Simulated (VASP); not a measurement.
The system is ReSb2.

```
Re Sb
1.0
     3.30529    0.00000    0.00000
    -1.65264    2.86246    0.00000
     0.00000    0.00000    9.09329
Re Sb
1 2
Direct
  0.00000 0.00000 0.00000
  0.33333 0.66667 0.22162
  0.66667 0.33333 0.77838
```

- Program: VASP 6.6.1
- Task: relaxation of shape and atoms at fixed volume
- Functional: PBE
- Potentials or basis: VASP PAW PBE potentials, release 64 (Re, Sb)
- Cutoff: 600 eV
- k mesh: 12 × 12 × 4
- Occupations: gaussian, width 0.05 eV
- Spin: no spin polarisation

At the start: pressure -1.9 GPa; volume 28.68 Å³/atom.

Question: Where does the relaxation end?

Answer: Over 10 steps the energy falls by 3.3 meV/atom; space group P-3m1 (No. 164, to 0.1 Å) before and after.

The path:
```
step  energy change (eV)  largest force (eV/Å)  pressure (GPa)  volume (Å³)
   1              0.0000                0.2675           -1.89        86.03
   2             -0.0046                0.1070           -1.20        86.03
   3             -0.0054                0.0260           -0.76        86.03
   4             -0.0072                0.0080           -0.59        86.03
   5             -0.0099                0.0176           -0.09        86.03
   6             -0.0100                0.0127           -0.16        86.03
   7             -0.0100                0.0141           -0.12        86.03
   8             -0.0100                0.0160           -0.11        86.03
   9             -0.0100                0.0180            0.01        86.03
  10             -0.0100                0.0028           -0.04        86.03
```

Final structure:
```cif
data_structure
_symmetry_space_group_name_H-M 'P 1'
_symmetry_Int_Tables_number 1
_cell_length_a 3.2820
_cell_length_b 3.2820
_cell_length_c 9.2227
_cell_angle_alpha 90.000
_cell_angle_beta 90.000
_cell_angle_gamma 120.000
_cell_volume 86.03
loop_
_atom_site_label
_atom_site_type_symbol
_atom_site_fract_x
_atom_site_fract_y
_atom_site_fract_z
_atom_site_occupancy
Re1 Re 0.00000 0.00000 0.00000 1
Sb1 Sb 0.33333 0.66667 0.21716 1
Sb2 Sb 0.66667 0.33333 0.78284 1
```

Caveat: an odd number of electrons without spin polarisation forces a metal; a magnetic or distorted state may lie lower.
